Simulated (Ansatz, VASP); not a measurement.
**Si2Ni: VASP beside Ansatz**

Contents of INCAR:

```
SYSTEM = Si2Ni
PREC = Accurate ; ENCUT = 520
EDIFF = 1E-7 ; ISMEAR = 0
SIGMA = 0.15 ; LREAL = .False.
LASPH = .True. ; NELM = 100
ALGO = Normal ; ISIF = 2
LWAVE = .False. ; LCHARG = .False.
GGA = PE ; NBANDS = 16
```

KPOINTS

```
regular mesh
0
Gamma
  16 16 16
  0 0 0
```

Contents of POSCAR:

```
Si2Ni
1.0
    0.0000000000      2.8051152926      2.6417105182
    2.8051152926      0.0000000000      2.6417105182
    2.8051152926      2.8051152926      0.0000000000
Si Ni
2 1
Direct
    0.2500000000      0.2500000000      0.2500000000
    0.7500000000      0.7500000000      0.7500000000
    0.0000000000      0.0000000000      0.0000000000
```

Input for Ansatz:

```yaml
crystal:
  lattice:
    - [0.0, 2.8051152926, 2.6417105182]
    - [2.8051152926, 0.0, 2.6417105182]
    - [2.8051152926, 2.8051152926, 0.0]
  atoms:
    - { symbol: Si, position: [0.25, 0.25, 0.25] }
    - { symbol: Si, position: [0.75, 0.75, 0.75] }
    - { symbol: Ni, position: [0.0, 0.0, 0.0] }
basis:
  ecutwfc: 420
kpoints:
  mp_grid: { grid: [16, 16, 16] }
hamiltonian:
  xc: pbe
scf:
  occupations: { method: gaussian, width: 0.15 }
output:
  forces: true
  stress: true
  eigenvalues: true
```

Change from the starting cell: strain +0.030 along x and y, -0.030 along z, atoms carried along.

Alike in both runs: task single point; functional PBE; k mesh 16 × 16 × 16; occupations gaussian, width 0.15 eV; no spin polarisation.

```csv
,VASP,Ansatz
version,VASP 6.6.1,Ansatz 0.2.0
potentials or method,"VASP PAW PBE potentials, release 64 (Si, Ni), cutoff 520 eV","scalar-relativistic, plane waves, PAW"
valence electrons in the cell,18,26
```

|  | VASP | Ansatz | Ansatz less VASP |
| --- | --- | --- | --- |
| gap on the k mesh at the Fermi level (eV) | none | none | - |
| pressure (GPa) | -3.9 | -4.0 | -0.02 |
| traceless stress, the component that is largest in VASP (GPa) | 2.06 | 2.11 | +0.046 |

A gap of «none» marks a metal or a gap that the smearing closes. With one functional, cell and mesh, what is left measures potentials, basis and numerics. VASP's potentials hold 18 valence electrons a cell and Ansatz's 26, so a difference there can come from the potentials and not from the codes.
